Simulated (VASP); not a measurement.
# Sc2Ta3O (I4/mmm) in VASP: further runs, part 2 of 2

VASP 6.6.1. Earlier steps stand in the parts before.

## 4. Relaxation of cell and atoms, PBE

INCAR reads:

```
SYSTEM = Sc2Ta3O
PREC = Accurate ; ENCUT = 600
EDIFF = 1E-7 ; ISMEAR = 0
SIGMA = 0.1 ; LREAL = .False.
LASPH = .True. ; NELM = 60
ALGO = Normal ; ISIF = 3
LWAVE = .False. ; LCHARG = .False.
GGA = PE ; IBRION = 2
NSW = 90 ; EDIFFG = -0.04
```

KPOINTS reads:

```
regular mesh
0
Gamma
  6 6 6
  0 0 0
```

POSCAR reads:

```
Sc2Ta3O
1.0
   -2.3217237500      2.3217237500      3.2435747600
    2.3217237500     -2.3217237500      3.2435747600
    2.3217237500      2.3217237500     -3.2435747600
Sc Ta O
2 3 1
Direct
    0.5000000000      0.0000000000      0.5000000000
    0.0000000000      0.5000000000      0.5000000000
    0.2422815700      0.2422815700      0.0000000000
    0.7577184300      0.7577184300      0.0000000000
    0.0000000000      0.0000000000      0.0000000000
    0.5000000000      0.5000000000      0.0000000000
```

Launch:

```console
$ cat potpaw_PBE.64/Sc_sv/POTCAR potpaw_PBE.64/Ta_pv/POTCAR potpaw_PBE.64/O/POTCAR > POTCAR
$ mpirun -np 1 vasp_std > vasp.out
```

It took 39 min on 1 thread of Intel Xeon Platinum 8488C (Sapphire Rapids), shared host; peak memory 0.3 GiB.

The run converged. Its results:

```yaml
Free_energy: -50.8821 eV
Relaxed_volume: 18.88 Å³/atom
Relaxed_cell: a = 5.813 Å, b = 5.813 Å, c = 5.813 Å, α = 129.74°, β = 129.74°, γ = 73.82°
Space_group_after_relaxing_to_0.1_Å: I4/mmm (No. 139)
Pressure_after_relaxing: 0.0 GPa
Largest_force_after_relaxing: 0.017 eV/Å
Band_gap_on_the_k_mesh: zero (an odd number of electrons rules out a gap without spin polarisation)
```

Forces in eV/Å, atoms in the order of the input:
```
Sc   0.000  0.000  0.000
Sc   0.000  0.000  0.000
Ta   0.000  0.000  0.017
Ta   0.000  0.000 -0.017
Ta   0.000  0.000  0.000
O    0.000  0.000  0.000
```

Stress tensor (GPa, compression positive):
```
-0.10  0.00  0.00
 0.00 -0.10  0.00
 0.00  0.00  0.11
```

Final structure:
```xyz
6
Lattice="-2.4686 2.4686 4.6477 2.4686 -2.4686 4.6477 2.4686 2.4686 -4.6477" Properties=species:S:1:pos:R:3 pbc="T T T"
Sc    0.0000    2.4686    0.0000
Sc    2.4686    0.0000    0.0000
Ta    0.0000    0.0000    6.7080
Ta    0.0000    0.0000    2.5875
Ta    0.0000    0.0000    0.0000
O     0.0000    0.0000    4.6477
```

Levels at points of the mesh, in eV from the Fermi level:
```
           k point  band 26  band 27  band 28  band 29  band 30  band 31  band 32  band 33  band 34  band 35
(0.00, 0.00, 0.00)    -1.80    -1.59    -1.54    -1.15     0.11     0.18     0.18     0.55     0.55     0.91
(0.50, 0.00, 0.00)    -1.08    -1.03    -0.92    -0.86    -0.38    -0.12     0.19     0.42     1.12     1.61
(0.50, 0.50, 0.00)    -1.51    -1.35    -0.59     0.24     0.25     0.34     0.68     1.18     1.36     1.51
(0.50, 0.50, 0.50)    -2.41    -2.39    -1.40    -1.33    -0.96     0.85     0.85     1.35     1.37     1.37
```

Caveat: the volume moved by over 15 % at a fixed basis, so the end points are rough; spin-orbit coupling is left out, which moves the levels of the heavy elements; an odd number of electrons without spin polarisation forces a metal; a magnetic or distorted state may lie lower.

## 5. Single point, PBE

This run uses another cell than the first one, of 18.81 Å³/atom.

INCAR reads:

```
  ALGO = Normal
  EDIFF = 1E-7
  ENCUT = 520
  GGA = PE
  ISIF = 2
  ISMEAR = 0
  LASPH = T
  LCHARG = F
  LREAL = F
  LWAVE = F
  NBANDS = 40
  NELM = 80
  PREC = Accurate
  SIGMA = 0.1
```

KPOINTS reads:

```
k-points
0
Gamma
  12 12 12
```

POSCAR reads:

```
Sc2Ta3O
1.0
   -2.4479104104      2.4479104104      4.7091146091
    2.4479104104     -2.4479104104      4.7091146091
    2.4479104104      2.4479104104     -4.7091146091
Sc Ta O
2 3 1
Direct
    0.5000000000      0.0000000000      0.5000000000
    0.0000000000      0.5000000000      0.5000000000
    0.2785628697      0.2785628697      0.0000000000
    0.7214371303      0.7214371303      0.0000000000
    0.0000000000      0.0000000000      0.0000000000
    0.5000000000      0.5000000000      0.0000000000
```

Launch:

```console
$ cat potpaw_PBE.64/Sc_sv/POTCAR potpaw_PBE.64/Ta_pv/POTCAR potpaw_PBE.64/O/POTCAR > POTCAR
$ mpirun -np 1 vasp_std > vasp.out
```

Wall time 20 min (1 thread of Intel Xeon Platinum 8488C (Sapphire Rapids), shared host); peak memory 0.79 GiB.

It converged, with:

* Free energy: -51.1499 eV
* Pressure: 0.3 GPa
* Largest force: 0.030 eV/Å
* Band gap on the k mesh: zero (an odd number of electrons rules out a gap without spin polarisation)

Forces in eV/Å, atoms in the order of the input:
```
Sc   0.000  0.000  0.000
Sc   0.000  0.000  0.000
Ta   0.000  0.000 -0.030
Ta   0.000  0.000  0.030
Ta   0.000  0.000  0.000
O    0.000  0.000  0.000
```

Stress tensor (GPa, compression positive):
```
0.36 0.00 0.00
0.00 0.36 0.00
0.00 0.00 0.24
```

Levels at points of the mesh, in eV from the Fermi level:
```tsv
k point	band 28	band 29	band 30	band 31	band 32	band 33	band 34	band 35
(0.00, 0.00, 0.00)	-1.56	-1.13	0.00	0.20	0.20	0.51	0.51	0.73
(0.50, 0.00, 0.00)	-0.97	-0.86	-0.36	-0.06	0.25	0.47	1.10	1.65
(0.50, 0.50, 0.00)	-0.64	0.27	0.28	0.33	0.76	1.23	1.42	1.49
(0.50, 0.50, 0.50)	-1.44	-1.40	-0.97	0.92	0.92	1.36	1.36	1.41
```

Caveat: spin-orbit coupling is left out, which moves the levels of the heavy elements; an odd number of electrons without spin polarisation forces a metal; a magnetic or distorted state may lie lower.

## 6. Summary

```csv
task,cell,k mesh,cutoff (eV),gap on the mesh (eV),pressure (GPa),largest force (eV/Å)
single point,"a = 4.615 Å, angles 119.6, 119.6, 90.7°, 6 atoms, atomic positions A",6 × 6 × 6,520,none,338.0,77.86
single point,"a = 5.842 Å, angles 130.3, 130.3, 73.0°, 6 atoms, atomic positions B",6 × 6 × 6,520,none,0.4,0.03
relaxation of cell and atoms,"relaxed from a = 4.615 Å, angles 119.6, 119.6, 90.7°, 6 atoms, atomic positions A",6 × 6 × 6,600,none,0.0,0.02
single point,"a = 5.845 Å, angles 130.5, 130.5, 72.6°, 6 atoms, atomic positions B",12 × 12 × 12,520,none,0.3,0.03
```

Alike in all rows: level PBE; potentials or basis VASP PAW PBE potentials, release 64 (Sc_sv, Ta_pv, O); no spin polarisation; smearing gaussian 0.1 eV.

Caveats: spin-orbit coupling is left out, which moves the levels of the heavy elements; an odd number of electrons without spin polarisation forces a metal; a magnetic or distorted state may lie lower; atoms lie so close that the PAW spheres overlap strongly, which falsifies energies and pressures (at least some runs); the cell stands under pressure (at least some runs); the volume moved by over 15 % at a fixed basis, so the end points are rough (at least some runs).

Total energies depend on the potentials used, so only differences within one code and one set of settings carry meaning.
